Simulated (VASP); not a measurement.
Wanted: the native input for a VASP 6.6.1 run.

* Task: relaxation of cell and atoms
* Functional: PBE
* Potentials or basis: VASP PAW PBE potentials, release 64 (Hf_pv, Ti_sv, Si)
* Cutoff: 600 eV
* k mesh: 6 × 6 × 4
* Occupations: gaussian, width 0.1 eV
* Spin: no spin polarisation
* Dipole correction: no
* Further INCAR settings: ALGO = Fast; EDIFF = 1e-07; IBRION = 2; EDIFFG = -0.04; NSW = 90; ISIF = 3

The structure of HfTi2Si2 lies in POSCAR:

```
HfTi2Si2
1.0
    3.5738291700      0.0000000000      0.0000000000
    0.0000000000      3.5738291700      0.0000000000
    0.0000000000      0.0000000000      6.7051837700
Hf Ti Si
1 2 2
Direct
    0.0000000000      0.0000000000      0.0000000000
    0.0000000000      0.0000000000      0.3063413700
    0.0000000000      0.0000000000      0.6936586300
    0.5000000000      0.5000000000      0.0000000000
    0.5000000000      0.5000000000      0.5000000000
```

The cell was built from a structure type or drawn by symmetry, and may not be a known phase.

The input as run:

INCAR

```
SYSTEM = HfTi2Si2
ALGO = Fast
EDIFF = 1E-7
EDIFFG = -0.04
ENCUT = 600
GGA = PE
IBRION = 2
ISIF = 3
ISMEAR = 0
LASPH = .True.
LCHARG = .False.
LREAL = .False.
LWAVE = .False.
NELM = 80
NSW = 90
PREC = Accurate
SIGMA = 0.1
```

KPOINTS

```
k-points
0
Gamma
  6 6 4
  0 0 0
```

Potentials or basis: VASP PAW PBE potentials, release 64 (Hf_pv, Ti_sv, Si).

Launch:

```sh
$ cat potpaw_PBE.64/Hf_pv/POTCAR potpaw_PBE.64/Ti_sv/POTCAR potpaw_PBE.64/Si/POTCAR > POTCAR
$ mpirun -np 1 vasp_std > vasp.out
```

It gave:

```
Relaxed volume                        : 19.60 Å³/atom
Relaxed cell                          : a = 3.557 Å, b = 3.557 Å, c = 7.745 Å, α = 90.00°, β = 90.00°, γ = 90.00°
Space group after relaxing (to 0.1 Å) : P4/mmm (No. 123)
Energy gained by relaxing             : 534.3 meV/atom
Ionic steps                           : 9
Pressure after relaxing               : 0.1 GPa
Largest force after relaxing          : 0.017 eV/Å
Band gap on the k mesh                : zero (bands 21 and 22 overlap by 0.61 eV)
```

Caveat: a cell axis changed by over 15 % at a fixed basis, so the end point is rough; spin-orbit coupling is left out, which moves the levels of the heavy elements.

It took 22 min on 1 thread of Intel(R) Xeon(R) 6975P-C (Granite Rapids), with other jobs on the host, peak memory 0.28 GiB.
